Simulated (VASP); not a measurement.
MnIr:

```
Mn Ir
1.0
     5.45179    0.00000    0.00000
     0.00000    2.72590    0.00000
     0.00000    0.00000    3.64300
Mn Ir
2 2
Direct
  0.25000 0.50000 0.50000
  0.75000 0.50000 0.50000
  0.00000 0.00000 0.00000
  0.50000 0.00000 0.00000
```

Base run:

```yaml
Program: VASP 6.6.1
Functional: r2SCAN
Potentials_or_basis: VASP PAW PBE potentials, release 64 (Mn_pv, Ir)
Cutoff: 520 eV
k_mesh: 4 × 8 × 6
Occupations: fermi-dirac, width 0.05 eV
Spin: collinear spin, antiferromagnetic start
Starting_moments: "[4.5, -4.5, 0.0, 0.0] μB"
```

Its results: pressure 5.7 GPa; net moment 0.00 μB per cell; site moments Mn +3.46, -3.46; Ir +0.00 μB.

Task: The run is repeated on the same cell with these changes: spin from collinear spin, antiferromagnetic start to collinear spin, ferromagnetic start; moments at the start from [4.5, -4.5, 0.0, 0.0] to [4.5, 4.5, 0.0, 0.0]. What comes out?

Result: Pressure 6.3 GPa; net moment 6.54 μB per cell; site moments Mn +3.42; Ir -0.23 μB.

Caveats: the PAW data sets were made with another functional, which shifts forces and pressure a little; the stress differs along the axes, from 2 to 9 GPa (at least some runs); the antiferromagnetic order is the one typed at the start, and another may lie lower (at least some runs); the stress differs along the axes, from -3 to 11 GPa (at least some runs).
